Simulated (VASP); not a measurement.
The system is InPd.

```
In Pd
1.0
     3.20509    0.00000    0.00000
     0.00000    3.20509    0.00000
     0.00000    0.00000    3.20509
In Pd
1 1
Direct
  0.00000 0.00000 0.00000
  0.50000 0.50000 0.50000
```

Base run:

```yaml
Program: VASP 6.6.1
Functional: r2SCAN
Potentials_or_basis: VASP PAW PBE potentials, release 64 (In_d, Pd)
Cutoff: 520 eV
k_mesh: 8 × 8 × 8
Occupations: fermi-dirac, width 0.05 eV
Spin: no spin polarisation
```

Its results: pressure 9.8 GPa.

Problem. The run is repeated on the same cell with these changes: functional from r2SCAN to PBE. What comes out?

Solution. Pressure 13.5 GPa.

Caveats: the PAW data sets were made with another functional, which shifts forces and pressure a little (some runs).
